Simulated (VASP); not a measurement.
Wanted: the native input for a VASP 6.6.1 run.

| Quantity | Value |
| --- | --- |
| Task | single point |
| Functional | PBE |
| Potentials or basis | VASP PAW PBE potentials, release 64 (Mg, Sb) |
| Cutoff | 520 eV |
| k mesh | 6 × 6 × 4 |
| Occupations | fermi-dirac, width 0.02 eV |
| Spin | non-collinear spin, zero start, spin-orbit coupling |
| Starting moments | [[0.0, 0.0, 0.0], [0.0, 0.0, 0.0], [0.0, 0.0, 0.0], [0.0, 0.0, 0.0], [0.0, 0.0, 0.0]] μB |
| Dipole correction | no |
| Further INCAR settings | ALGO = Normal; EDIFF = 1e-06; NBANDS = 31 |

The structure of Mg3Sb2 lies in POSCAR:

```
Mg3Sb2
1.0
    4.5696544430      0.0000000000      0.0000000000
   -2.2848272215      3.9574368341      0.0000000000
    0.0000000000      0.0000000000      7.2399368141
Mg Sb
3 2
Direct
    0.0000000000      0.0000000000      0.0000000000
    0.3333333333      0.6666666667      0.6336548727
    0.6666666667      0.3333333333      0.3663451273
    0.3333333333      0.6666666667      0.2287526248
    0.6666666667      0.3333333333      0.7712473752
```

The input as run:

INCAR

```
SYSTEM = Mg3Sb2
PREC = Accurate
ENCUT = 520
EDIFF = 1E-6
ISMEAR = -1
SIGMA = 0.02
LREAL = .False.
LASPH = .True.
NELM = 150
ALGO = Normal
ISIF = 2
LWAVE = .False.
LCHARG = .False.
LNONCOLLINEAR = .True.
MAGMOM = 0 0 0 0 0 0 0 0 0 0 0 0 0 0 0
LORBIT = 11
LSORBIT = .True.
GGA_COMPAT = .False.
LORBMOM = .True.
GGA = PE
NBANDS = 31
```

KPOINTS

```
Automatic mesh
0
Gamma
  6 6 4
  0 0 0
```

Potentials or basis: VASP PAW PBE potentials, release 64 (Mg, Sb).

Run with:

```console
$ cat potpaw_PBE.64/Mg/POTCAR potpaw_PBE.64/Sb/POTCAR > POTCAR
$ mpirun -np 1 vasp_ncl > vasp.out
```

Results of the run:

```
Pressure                                              : 0.9 GPa
Largest force                                         : 0.178 eV/Å
Net moment                                            : 0.00 μB per cell
Valence electrons inside the program's atomic spheres : Mg 0.27, 0.34; Sb 2.55
```

Run time: 4.1 min on 1 thread of Intel(R) Xeon(R) Platinum 8488C (Sapphire Rapids), on a shared host, peak memory 0.59 GiB.
